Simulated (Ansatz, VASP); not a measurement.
**SnSe2 in VASP and in Ansatz**

The input INCAR:

```
PREC = Accurate
ENCUT = 520
EDIFF = 1E-6
ISMEAR = 0
SIGMA = 0.03
LREAL = F
LASPH = T
NELM = 60
ALGO = Normal
ISIF = 2
LWAVE = F
LCHARG = T
GGA = PE
IVDW = 12
LELF = T
LVHAR = T
NBANDS = 20
```

Contents of KPOINTS:

```
regular mesh
0
Gamma
  12 12 6
```

File POSCAR:

```
SnSe2
1.0
    3.8390485956      0.0000000000      0.0000000000
   -1.9195242978      3.3247136102      0.0000000000
    0.0000000000      0.0000000000      6.0116311105
Sn Se
1 2
Direct
    0.0000000000      0.0000000000      0.0249516308
    0.3333333333      0.6666666667      0.2463992250
    0.6666666667      0.3333333333      0.7160932330
```

Input for Ansatz:

```yaml
crystal:
  lattice:
    - [3.8390485956, 0.0, 0.0]
    - [-1.9195242978, 3.3247136102, 0.0]
    - [0.0, 0.0, 6.0116311105]
  atoms:
    - { symbol: Sn, position: [0.0, 0.0, 0.0249516308] }
    - { symbol: Se, position: [0.3333333333, 0.6666666667, 0.246399225] }
    - { symbol: Se, position: [0.6666666667, 0.3333333333, 0.716093233] }
basis:
  ecutwfc: 420
kpoints:
  mp_grid: { grid: [12, 12, 6] }
hamiltonian:
  xc: pbe
  dispersion: d3bj
scf:
  occupations: { method: gaussian, width: 0.03 }
output:
  forces: true
  stress: true
  eigenvalues: true
```

Change from the starting cell: mode 9 (240.0 1/cm) frozen in, largest displacement +0.150 Å.

Alike in both runs: task single point; functional PBE; dispersion D3(BJ); k mesh 12 × 12 × 6; occupations gaussian, width 0.03 eV; no spin polarisation.

```csv
,VASP,Ansatz
version,VASP 6.6.1,Ansatz 0.2.0
potentials or method,"VASP PAW PBE potentials, release 64 (Sn_d, Se), cutoff 520 eV","scalar-relativistic, plane waves, PAW"
valence electrons in the cell,26,46
```

Ansatz gave:

```
gap on the k mesh at the Fermi level (eV)                     : none
pressure (GPa)                                                : 1.8
traceless stress, the component that is largest in VASP (GPa) : -2.03
rms of the force components (eV/Å)                            : 1.470
```

Which values does VASP return?

gap on the k mesh at the Fermi level (eV): none; pressure (GPa): 1.9; traceless stress, the component that is largest in VASP (GPa): -2.04; rms of the force components (eV/Å): 1.478.

Atom by atom the forces differ by 0.011 eV/Å (rms over components). A gap of «none» marks a metal or a gap that the smearing closes. VASP's potentials hold 26 valence electrons a cell and Ansatz's 46, so a difference there can come from the potentials and not from the codes.
